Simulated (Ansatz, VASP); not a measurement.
# MgO in VASP and in Ansatz

```xyz
8
Lattice="3.2804 0.0000 0.0000 -1.6402 2.8409 0.0000 0.0000 0.0000 10.5147" Properties=species:S:1:pos:R:3 pbc="T T T"
Mg    0.0000    1.8939   10.1938
Mg    0.0000    0.0000    2.3217
Mg    0.0000    0.0000    7.5791
Mg    1.6402    0.9470    4.9364
O     0.0000    1.8939    8.2020
O    -0.2200    0.0000    5.1292
O     0.0000    0.0000    0.3118
O     1.6402    0.9470    2.9447
```

Alike in both runs: task single point; functional PBE; k mesh 9 × 9 × 2; occupations gaussian, width 0.05 eV; no spin polarisation.

```csv
,VASP,Ansatz
version,VASP 6.6.1,Ansatz 0.2.0
potentials or method,"VASP PAW PBE potentials, release 64 (Mg, O), cutoff 520 eV","scalar-relativistic, plane waves, PAW"
valence electrons in the cell,32,64
```

|  | VASP | Ansatz | Ansatz less VASP |
| --- | --- | --- | --- |
| gap on the k mesh at the Fermi level (eV) | 1.74 | 1.78 | +0.040 |
| least direct gap on the mesh (eV) | 1.74 | 1.78 | +0.040 |
| pressure (GPa) | 3.3 | 3.6 | +0.30 |
| traceless stress, the component that is largest in VASP (GPa) | -5.69 | -5.55 | +0.143 |
| rms of the force components (eV/Å) | 1.551 | 1.520 | -0.0310 |

Atom by atom the forces differ by 0.033 eV/Å (rms over components). VASP's potentials hold 32 valence electrons a cell and Ansatz's 64, so a difference there can come from the potentials and not from the codes.
